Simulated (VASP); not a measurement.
# Ge (Cm) in VASP: further runs

The runs below take Ge through single point, with LDA.

Program: VASP 6.6.1. These are calculated values, not measurements. Logs are shortened: lines on timing, memory, paths and dates and some standing lists are left out, and cuts for length are marked.

**1. The cell of the first run**

Symmetry: Cm, No. 8, monoclinic system. The conventional cell has a = 5.771 Å, b = 5.261 Å, c = 5.873 Å, α = 90.00°, β = 119.43°, γ = 90.00°. Ge (site symmetry m) has 16 Ge at 2.71 to 3.90 Å within 4.0 Å. Ge (site symmetry m) has 12 Ge at 2.69 to 3.69 Å within 3.7 Å. Within 3.4 Å of Ge (site symmetry m) lie 8 Ge at 2.61 to 3.21 Å. Ge (site symmetry m) has 8 Ge at 2.61 to 3.17 Å within 3.4 Å.

**2. Single point, LDA**

File INCAR:

```
SYSTEM = Ge
PREC = Accurate
ENCUT = 520
EDIFF = 1E-6
ISMEAR = 1
SIGMA = 0.1
LREAL = .FALSE.
LASPH = .TRUE.
NELM = 100
ALGO = Normal
ISIF = 2
LWAVE = .FALSE.
LCHARG = .FALSE.
NBANDS = 36
```

File KPOINTS:

```
regular mesh
0
G
  6 6 6
  0 0 0
```

File POSCAR:

```
Ge
1.0
    0.0000000000      2.8857400000      5.1156650000
    2.6304970000      0.0000000000      5.1156650000
    2.6304970000      2.8857400000      0.0000000000
Ge
4
Direct
    0.7818670000      0.7818670000      0.2181330000
    0.2181330000      0.2181330000      0.7818670000
    0.2783969502      0.7313769502      0.2686230498
    0.7264900000      0.2735100000      0.7264900000
```

Potentials or basis: VASP PAW LDA potentials, release 64 (Ge_d).

Launch:

```
$ cat potpaw_LDA.64/Ge_d/POTCAR > POTCAR
$ mpirun -np 1 vasp_std > vasp.out
```

OUTCAR:

```text
SYSTEM = Ge
   PREC = Accurate
   ENCUT = 520
   EDIFF = 1E-6
   ISMEAR = 1
   LREAL = .FALSE.
   LASPH = .TRUE.
   NELM = 100
   ISIF = 2

 ion  position               nearest neighbor table
   1  0.782  0.782  0.218-   2 2.71   2 2.71   4 2.73   3 2.77
   2  0.218  0.218  0.782-   3 2.69   1 2.71   1 2.71   4 2.73
   3  0.278  0.731  0.269-   4 2.61   4 2.64   4 2.64   2 2.69   1 2.77
   4  0.726  0.274  0.726-   3 2.61   3 2.64   3 2.64   2 2.73   1 2.73

  LATTYP: Found a face centered orthorhombic cell.
 ALAT       =     5.2609940000
 B/A-ratio  =     1.0970322338
 C/A-ratio  =     1.9447522654

  Lattice vectors:

 A1 = (   0.0000000000,   2.8857400000,   5.1156650000)
 A2 = (   2.6304970000,   0.0000000000,   5.1156650000)
 A3 = (   2.6304970000,   2.8857400000,   0.0000000000)

Analysis of symmetry for initial positions (statically):
=====================================================================
 Subroutine PRICEL returns:
 Original cell was already a primitive cell.

 Routine SETGRP: Setting up the symmetry group for a
 face centered orthorhombic supercell.

 Subroutine GETGRP returns: Found  2 space group operations
 (whereof  2 operations were pure point group operations)
 out of a pool of  8 trial point group operations.

The static configuration has the point symmetry C_1h.

Analysis of symmetry for dynamics (positions and initial velocities):
=====================================================================
 Subroutine PRICEL returns:
 Original cell was already a primitive cell.

 Routine SETGRP: Setting up the symmetry group for a
 face centered orthorhombic supercell.

 Subroutine GETGRP returns: Found  2 space group operations
 (whereof  2 operations were pure point group operations)
 out of a pool of  8 trial point group operations.

The dynamic configuration has the point symmetry C_1h.

 Subroutine INISYM returns: Found  2 space group operations
 (whereof  2 operations are pure point group operations),
 and found     1 'primitive' translations

----------------------------------------------------------------------------------------

                                     Primitive cell

  volume of cell :      77.6653

  direct lattice vectors                    reciprocal lattice vectors
     0.000000000  2.885740000  5.115665000    -0.190078149  0.173265783  0.097739004
     2.630497000  0.000000000  5.115665000     0.190078149 -0.173265783  0.097739004
     2.630497000  2.885740000  0.000000000     0.190078149  0.173265783 -0.097739004

  length of vectors
     5.873459265  5.752351072  3.904741965     0.275142957  0.275142957  0.275142957

  position of ions in fractional coordinates (direct lattice)
     0.781867000  0.781867000  0.218133000
     0.218133000  0.218133000  0.781867000
     0.278396950  0.731376950  0.268623050
     0.726490000  0.273510000  0.726490000

  ion indices of the primitive-cell ions
   primitive index   ion index
                 1           1
                 2           2
                 3           3
                 4           4

----------------------------------------------------------------------------------------

 KPOINTS: regular mesh

Automatic generation of k-mesh.
 Grid dimensions read from file:
 generate k-points for:    6    6    6

 Generating k-lattice:

  Cartesian coordinates                     Fractional coordinates (reciprocal lattice)
    -0.031679691  0.028877630  0.016289834     0.166666667 -0.000000000 -0.000000000
     0.031679691 -0.028877630  0.016289834     0.000000000  0.166666667  0.000000000
     0.031679691  0.028877630 -0.016289834    -0.000000000  0.000000000  0.166666667

  Length of vectors
     0.045857160  0.045857160  0.045857160

  Shift w.r.t. Gamma in fractional coordinates (k-lattice)
     0.000000000  0.000000000  0.000000000

 Subroutine IBZKPT returns following result:
 ===========================================

 Found     68 irreducible k-points:

 Following reciprocal coordinates:
            Coordinates               Weight
  0.000000  0.000000  0.000000      1.000000
  0.166667  0.000000 -0.000000      4.000000
 -0.000000  0.000000  0.166667      4.000000
  0.333333  0.000000  0.000000      4.000000
  0.000000  0.000000  0.333333      4.000000
  0.500000  0.000000  0.000000      2.000000
[... 16 lines left out ...]
  0.166667 -0.000000  0.333333      4.000000
  0.500000  0.000000  0.166667      4.000000
 [... further k-points ...]
   k-points           NKPTS =     68   k-points in BZ     NKDIM =     68   number of bands    NBANDS=     36
   number of dos      NEDOS =    301   number of ions     NIONS =      4
   total plane-waves  NPLWV =  69120
   dimension x,y,z NGX =    48 NGY =   48 NGZ =   30
   dimension x,y,z NGXF=    96 NGYF=   96 NGZF=   60
   ions per type =               4
   NGX,Y,Z   is equivalent  to a cutoff of  13.59, 13.87, 12.77 a.u.
   NGXF,Y,Z  is equivalent  to a cutoff of  27.17, 27.74, 25.55 a.u.
 SYSTEM =  Ge
   PREC   = accura    normal or accurate (medium, high low for compatibility)
   ISTART =      0    job   : 0-new  1-cont  2-samecut
   ICHARG =      2    charge: 1-file 2-atom 10-const
   ISPIN  =      1    spin polarized calculation?
   LNONCOLLINEAR =      F non collinear calculations
   LSORBIT =      F    spin-orbit coupling
   LASPH  =      T    aspherical Exc in radial PAW
   ENCUT  =  520.0 eV  38.22 Ry    6.18 a.u.  10.92 10.70  7.26*2*pi/ulx,y,z
   NELM   =    100;   NELMIN=  2; NELMDL= -5     # of ELM steps
   EDIFF  = 0.1E-05   stopping-criterion for ELM
   LREAL  =      F    real-space projection
   EDIFFG = 0.1E-04   stopping-criterion for IOM
   NSW    =      0    number of steps for IOM
   IBRION =     -1    ionic relax: 0-MD 1-quasi-New 2-CG
   NFREE  =      0    steps in history (QN), initial steepest desc. (CG)
   ISIF   =      2    stress and relaxation
   ISYM   =      2    0-nonsym 1-usesym 2-fastsym
   POTIM  = 0.5000    time-step for ionic-motion
   TEBEG  =    0.0;   TEEND  =   0.0 temperature during run
   PSTRESS=    0.0 pullay stress
   NELECT =      56.0000    total number of electrons
   NUPDOWN=      -1.0000    fix difference up-down
   EMIN   =  10.00;   EMAX   =-10.00  energy-range for DOS
   EFERMI =   0.00;   METHOD = LEGACY
   ISMEAR =     1;   SIGMA  =   0.10  broadening in eV -4-tet -1-fermi 0-gaus
   EFERMI_NEDOS =   21; number of points for ismear=-14 and -15
   IALGO  =     38    algorithm
   IMIX   =      4    mixing-type and parameters
     AMIX     =   0.40;   BMIX     =  1.00
     AMIX_MAG =   1.60;   BMIX_MAG =  1.00
  volume/ion in A,a.u.               =      19.42       131.03
  Fermi-wavevector in a.u.,A,eV,Ry     =   1.468008  2.774133 29.321208  2.155048
  Thomas-Fermi vector in A             =   2.583557
   LORBIT       =      0    0 simple, 1 ext, 2 COOP (PROOUT), +10 PAW based schemes
   GGA     = CA    functional components
   LHFCALC =     F    Hartree Fock is set to
   AEXX    =    0.0000 exact exchange contribution
   IVDW    =     0    specifies the selected vdW correction
   LEPSILON=     F    determine dielectric tensor
   LRPA    =     F    only Hartree local field effects (RPA)
 non-spin polarized calculation
 Methfessel and Paxton  Order N= 1 SIGMA  =   0.10
  energy-cutoff  :      520.00
  volume of cell :       77.67
 maximum number of plane-waves:      2116
 NGX is ok and might be reduce to    48
   NGX = 21   NGY = 21   NGZ = 15

 number of electron      56.0000003 magnetization

 Free energy of the ion-electron system (eV)
  ---------------------------------------------------
  ext. energy  EPLUGINS =         0.00000000
  ---------------------------------------------------
  free energy    TOTEN  =       -19.91393994 eV

  energy without entropy =      -19.91187232  energy(sigma->0) =      -19.91325074

 E-fermi :   6.0999     XC(G=0): -11.3628

 val. band max:        6.0997197417   @ k =   0.5000   0.3333  -0.3333
 cond. band min:       6.1072660859   @ k =   0.1667  -0.0000  -0.3333
 fundamental gap:      0.0075463442
 Fermi energy:         6.0999054504

 k-point     1 :       0.0000    0.0000    0.0000
  band No.  band energies     occupation
      1     -18.8044      2.00000
      2     -18.7536      2.00000
      3     -18.7217      2.00000
      4     -18.7108      2.00000
      5     -18.7058      2.00000
      6     -18.7047      2.00000
[... 28 lines left out ...]
     35      13.1608      0.00000
     36      13.3050      0.00000

 k-point     2 :       0.1667    0.0000   -0.0000
  band No.  band energies     occupation
      1     -18.7884      2.00000
      2     -18.7449      2.00000
      3     -18.7234      2.00000
      4     -18.7088      2.00000
      5     -18.7024      2.00000
      6     -18.7001      2.00000
[... 28 lines left out ...]
     35      12.3996      0.00000
     36      12.9550      0.00000

 k-point     3 :      -0.0000    0.0000    0.1667
  band No.  band energies     occupation
      1     -18.7882      2.00000
      2     -18.7454      2.00000
      3     -18.7220      2.00000
      4     -18.7108      2.00000
      5     -18.7024      2.00000
      6     -18.7001      2.00000
[... 28 lines left out ...]
     35      12.4077      0.00000
     36      13.0149      0.00000
[... 742 lines left out ...]
 k-point    23 :       0.1667   -0.0000    0.3333
  band No.  band energies     occupation
      1     -18.7669      2.00000
      2     -18.7271      2.00000
      3     -18.7182      2.00000
      4     -18.7131      2.00000
      5     -18.6891      2.00000
      6     -18.6823      2.00000
[... 28 lines left out ...]
     35      12.6352      0.00000
     36      13.0401      0.00000

 k-point    24 :       0.5000    0.0000    0.1667
  band No.  band energies     occupation
      1     -18.7376      2.00000
      2     -18.7189      2.00000
      3     -18.7155      2.00000
      4     -18.6987      2.00000
      5     -18.6875      2.00000
      6     -18.6707      2.00000
[... 28 lines left out ...]
     35      12.4912      0.00000
     36      13.1013      0.00000

 [... further k-points ...]

------------------------ aborting loop because EDIFF is reached ----------------------------------------

  FORCE on cell =-STRESS in cart. coord.  units (eV):
  Direction    XX          YY          ZZ          XY          YZ          ZX
  --------------------------------------------------------------------------------------
  -------------------------------------------------------------------------------------
  Total       -1.4154289     -2.8226829     -2.9383069      0.0000000     -0.0213857      0.0000000
  in kB      -29.1992389    -58.2298372    -60.6150731      0.0000000     -0.4411719      0.0000000
  external PRESSURE =     -49.3480497 kB  Pullay stress =       0.0000000 kB

 VOLUME and BASIS-vectors are now :
 -----------------------------------------------------------------------------
  energy-cutoff  :      520.00
  volume of cell :       77.67
      direct lattice vectors                 reciprocal lattice vectors
     0.000000000  2.885740000  5.115665000    -0.190078149  0.173265783  0.097739004
     2.630497000  0.000000000  5.115665000     0.190078149 -0.173265783  0.097739004
     2.630497000  2.885740000  0.000000000     0.190078149  0.173265783 -0.097739004

 POSITION                                       TOTAL-FORCE (eV/Angst)
 -----------------------------------------------------------------------------------
      2.63050      2.88574      7.99954         0.000000      0.017046      0.086759
      2.63050      2.88574      2.23179         0.000000     -0.027253      0.026767
      2.63050      1.57856      5.16567         0.000000     -0.007692     -0.072908
      2.63050      4.19292      5.11566         0.000000      0.017899     -0.040618
 -----------------------------------------------------------------------------------
    total drift:                                0.000008      0.000214     -0.000044

  FREE ENERGIE OF THE ION-ELECTRON SYSTEM (eV)
  ---------------------------------------------------
  free  energy   TOTEN  =       -19.9139399417 eV

  energy  without entropy=      -19.9118723239  energy(sigma->0) =      -19.91325074
```

Run time: 2.6 min. Hardware: 1 thread of AMD EPYC 9R14 (Zen 4), shared host; peak memory 0.25 GiB.

What came out:

| Item | Value |
| --- | --- |
| Free energy | -19.9139 eV |
| Pressure | -4.9 GPa |
| Largest force | 0.088 eV/Å |
| Band gap on the k mesh | zero (bands 28 and 29 overlap by 3.22 eV) |

Forces on the atoms (eV/Å):
```
Ge   0.000  0.017  0.087
Ge   0.000 -0.027  0.027
Ge   0.000 -0.008 -0.073
Ge   0.000  0.018 -0.041
```

Stress tensor (GPa, compression positive):
```
-2.92  0.00  0.00
 0.00 -5.82 -0.04
 0.00 -0.04 -6.06
```

Levels at points of the mesh, in eV from the Fermi level:
| k point | band 25 | band 26 | band 27 | band 28 | band 29 | band 30 | band 31 | band 32 |
| --- | --- | --- | --- | --- | --- | --- | --- | --- |
| (0.00, 0.00, 0.00) | -3.01 | -2.38 | -2.02 | -1.88 | -1.64 | 2.94 | 3.73 | 3.94 |
| (0.50, 0.00, 0.00) | -2.05 | -1.68 | -0.81 | 0.74 | 0.90 | 1.06 | 2.21 | 2.30 |
| (0.00, 0.00, 0.50) | -2.07 | -1.66 | -0.90 | 0.69 | 0.92 | 1.19 | 2.19 | 2.31 |
| (0.50, 0.50, 0.00) | -2.18 | -1.87 | -0.28 | 0.40 | 0.96 | 1.06 | 1.93 | 2.64 |
| (0.50, 0.00, 0.50) | -4.62 | -4.11 | -3.22 | -2.69 | -1.27 | -0.85 | 3.44 | 4.60 |
| (0.00, 0.50, 0.50) | -5.72 | -5.24 | -3.57 | -2.10 | -1.88 | 2.80 | 3.68 | 3.94 |

Caveat: the cell stands under tension.

**3. Single point, LDA**

File INCAR:

```
ALGO = Normal
EDIFF = 1E-6
ENCUT = 520
ISIF = 2
ISMEAR = 1
LASPH = T
LCHARG = F
LREAL = F
LWAVE = F
NBANDS = 36
NELM = 80
PREC = Accurate
SIGMA = 0.1
```

File KPOINTS:

```
k-points
0
Gamma
  6 6 6
```

POSCAR, as its differences from that of step 2:

```diff
@@ -10,3 +10,3 @@
     0.2181330000      0.2181330000      0.7818670000
-    0.2783969502      0.7313769502      0.2686230498
+    0.2832839004      0.7362639004      0.2637360996
     0.7264900000      0.2735100000      0.7264900000
```

Potentials or basis: VASP PAW LDA potentials, release 64 (Ge_d).

Launch:

```
$ cat potpaw_LDA.64/Ge_d/POTCAR > POTCAR
$ mpirun -np 1 vasp_std > vasp.out
```

It took 2.6 min on 1 thread of AMD EPYC 9R14 (Zen 4), shared host; peak memory 0.25 GiB.

Results (log left out):

* Free energy: -19.9082 eV
* Pressure: -4.8 GPa
* Largest force: 0.162 eV/Å
* Band gap on the k mesh: zero (bands 28 and 29 overlap by 3.22 eV)

Forces in eV/Å, atoms in the order of the input:
```
Ge   0.000  0.032  0.127
Ge   0.000 -0.073  0.102
Ge   0.000  0.025 -0.160
Ge   0.000  0.016 -0.070
```

Stress tensor (GPa, compression positive):
```
-3.01  0.00  0.00
 0.00 -5.71 -0.15
 0.00 -0.15 -5.68
```

Levels at points of the mesh, in eV from the Fermi level:
```
           k point  band 25  band 26  band 27  band 28  band 29  band 30  band 31  band 32
(0.00, 0.00, 0.00)    -3.02    -2.35    -2.01    -1.87    -1.63     2.95     3.73     3.94
(0.50, 0.00, 0.00)    -2.04    -1.69    -0.76     0.77     0.86     1.04     2.21     2.34
(0.00, 0.00, 0.50)    -2.07    -1.65    -0.93     0.67     0.93     1.26     2.19     2.34
(0.50, 0.50, 0.00)    -2.17    -1.87    -0.26     0.41     0.93     1.06     1.97     2.65
(0.50, 0.00, 0.50)    -4.63    -4.09    -3.20    -2.69    -1.25    -0.85     3.44     4.62
(0.00, 0.50, 0.50)    -5.71    -5.23    -3.56    -2.09    -1.87     2.79     3.70     3.96
```

Caveat: the cell stands under tension.

The gap in the log of VASP goes by the Fermi energy; the results here count the filled bands.